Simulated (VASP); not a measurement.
KBr:

```
K Br
1.0
     0.00000    3.30225    3.30225
     3.30225    0.00000    3.30225
     3.30225    3.30225    0.00000
K Br
1 1
Direct
  0.00000 0.00000 0.00000
  0.50000 0.50000 0.50000
```

Base run:

```yaml
Program: VASP 6.6.1
Functional: LDA
Potentials_or_basis: VASP PAW LDA potentials, release 64 (K_sv, Br)
Cutoff: 520 eV
k_mesh: 4 × 4 × 4
Occupations: gaussian, width 0.01 eV
Spin: no spin polarisation
```

Its results: band gap on the k mesh 4.03 eV; pressure -1.6 GPa.

Problem. The run is repeated on the same cell with these changes: functional from LDA to HSE06; potentials or basis from VASP PAW LDA potentials, release 64 (K_sv, Br) to VASP PAW PBE potentials, release 64 (K_sv, Br). What comes out?

Solution. Band gap on the k mesh 5.59 eV; pressure 0.5 GPa.

Caveats: the PAW data sets were made with another functional, which shifts forces and pressure a little (at least some runs).

